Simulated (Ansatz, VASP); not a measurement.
# Sb: VASP beside Ansatz

```
Sb
1.0
     3.08102    0.00000    0.00000
     0.00000    3.08102    0.00000
     0.00000    0.00000    6.40590
Sb
2
Direct
  0.00000 0.00000 0.75053
  0.00000 0.00000 0.24947
```

Alike in both runs: functional PBE; k mesh 6 × 6 × 4; occupations gaussian, width 0.1 eV; no spin polarisation.

Ansatz relaxed the structure, and its values are those at the end. VASP's run is a single point on that final structure, the one shown.

|  | VASP | Ansatz |
| --- | --- | --- |
| version | VASP 6.6.1 | Ansatz 0.2.0 |
| potentials or method | VASP PAW PBE potentials, release 64 (Sb), cutoff 500 eV | scalar-relativistic, plane waves, PAW |
| valence electrons in the cell | 10 | 30 |

|  | VASP | Ansatz | Ansatz less VASP |
| --- | --- | --- | --- |
| gap on the k mesh at the Fermi level (eV) | none | none | - |
| pressure (GPa) | 0.1 | 0.1 | +0.02 |
| rms of the force components (eV/Å) | 0.013 | 0.013 | -0.0004 |

A gap of «none» marks a metal or a gap that the smearing closes. VASP's potentials hold 10 valence electrons a cell and Ansatz's 30, so a difference there can come from the potentials and not from the codes.

Neither program's run includes spin-orbit coupling.
